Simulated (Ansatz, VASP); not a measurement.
## CoBr: VASP beside Ansatz

```
Co Br
1.0
     3.44907    0.00000    0.00000
    -1.72454    2.98698    0.00000
     0.00000    0.00000    4.49556
Co Br
1 1
Direct
  0.00000 0.00000 0.00000
  0.00000 0.00000 0.50000
```

Alike in both runs: functional r2SCAN; k mesh 9 × 9 × 6; collinear spin.

Ansatz relaxed the structure, and its values are those at the end. VASP's run is a single point on that final structure, the one shown.

```csv
,VASP,Ansatz
version,VASP 6.6.1,Ansatz 0.2.0
potentials or method,"VASP PAW PBE potentials, release 64 (Co, Br)","plane waves, PAW"
plane-wave cutoff (eV),520,500
occupations,"fermi-dirac, width 0.1 eV",fermi-dirac
valence electrons in the cell,16,24
```

Ansatz gave:

* pressure (GPa): 0.0
* net moment per atom (μB): 1.03
* size of the moment on the site where the two differ most (μB): 0.09

Question: Which values does VASP return?

Answer: Pressure (GPa): -0.1; net moment per atom (μB): 1.03; size of the moment on the site where the two differ most (μB): 0.12.

VASP's potentials were made for PBE, not for r2SCAN. Site moments also hang on the region over which each program counts them. VASP's potentials hold 16 valence electrons a cell and Ansatz's 24, so a difference there can come from the potentials and not from the codes.
